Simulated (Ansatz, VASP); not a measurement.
**SnO2: VASP beside Ansatz**

The input POSCAR:

```
SnO2
1.0
    4.6888132301      0.0000000000      0.0000000000
    0.0000000000      4.6888132301      0.0000000000
    0.0000000000      0.0000000000      3.2005650988
Sn O
2 4
Direct
    0.0000000000      0.0000000000      0.0000000000
    0.5000000000      0.5000000000      0.5000000000
    0.3058934984      0.3058934984      0.0000000000
    0.1941065016      0.8058934984      0.5000000000
    0.6941065016      0.6941065016      0.0000000000
    0.8058934984      0.1941065016      0.5000000000
```

File INCAR.step1:

```
ALGO = Normal
EDIFF = 1E-4
ENCUT = 520
GGA = PE
ISMEAR = 0
LASPH = True
LCHARG = False
LREAL = False
LWAVE = True
NBANDS = 35
NELM = 100
PREC = Accurate
SIGMA = 0.05
```

Contents of INCAR.step2:

```
ALGO = Normal
EDIFF = 1E-6
ENCUT = 520
ISIF = 2
ISMEAR = 0
ISTART = 1
LASPH = True
LCHARG = False
LMIXTAU = True
LREAL = False
LWAVE = False
METAGGA = R2SCAN
NBANDS = 35
NELM = 100
PREC = Accurate
SIGMA = 0.05
```

Contents of KPOINTS:

```
k-points
0
Gamma
  6 6 8
```

Input for Ansatz:

```yaml
crystal:
  lattice:
    - [4.6888132322, 0.0, 0.0]
    - [0.0, 4.6888132322, 0.0]
    - [0.0, 0.0, 3.2005650981]
  atoms:
    - { symbol: Sn, position: [0.0, 0.0, 0.0] }
    - { symbol: Sn, position: [0.5, 0.5, 0.5] }
    - { symbol: O, position: [0.3058934983, 0.3058934983, 0.0] }
    - { symbol: O, position: [0.1941065017, 0.8058934983, 0.5] }
    - { symbol: O, position: [0.6941065017, 0.6941065017, 0.0] }
    - { symbol: O, position: [0.8058934983, 0.1941065017, 0.5] }
basis:
  ecutwfc: 500
kpoints:
  mp_grid: { grid: [6, 6, 8] }
hamiltonian:
  xc: r2scan
scf:
  occupations: { method: gaussian, width: 0.05 }
output:
  forces: true
  stress: true
  eigenvalues: true
  write_density: true
  write_potential: true
  elf: true
  volumetric_format: npy
```

Change from the starting cell: strain -0.0150 x Voigt [1, 1, 0, 0, 0, 0], atoms carried along.

Alike in both runs: task single point; functional r2SCAN; k mesh 6 × 6 × 8; occupations gaussian, width 0.05 eV; no spin polarisation.

```csv
,VASP,Ansatz
version,VASP 6.6.1,Ansatz 0.2.0
potentials or method,"VASP PAW PBE potentials, release 64 (Sn_d, O), cutoff 520 eV","scalar-relativistic, plane waves, PAW"
valence electrons in the cell,52,52
```

|  | VASP | Ansatz | Ansatz less VASP |
| --- | --- | --- | --- |
| gap on the k mesh at the Fermi level (eV) | 2.12 | 2.09 | -0.031 |
| least direct gap on the mesh (eV) | 2.12 | 2.09 | -0.031 |
| pressure (GPa) | 7.6 | 6.4 | -1.22 |
| traceless stress, the component that is largest in VASP (GPa) | -0.96 | -1.28 | -0.322 |
| rms of the force components (eV/Å) | 0.027 | 0.017 | -0.0093 |

VASP's potentials were made for PBE, not for r2SCAN. Atom by atom the forces differ by 0.009 eV/Å (rms over components).
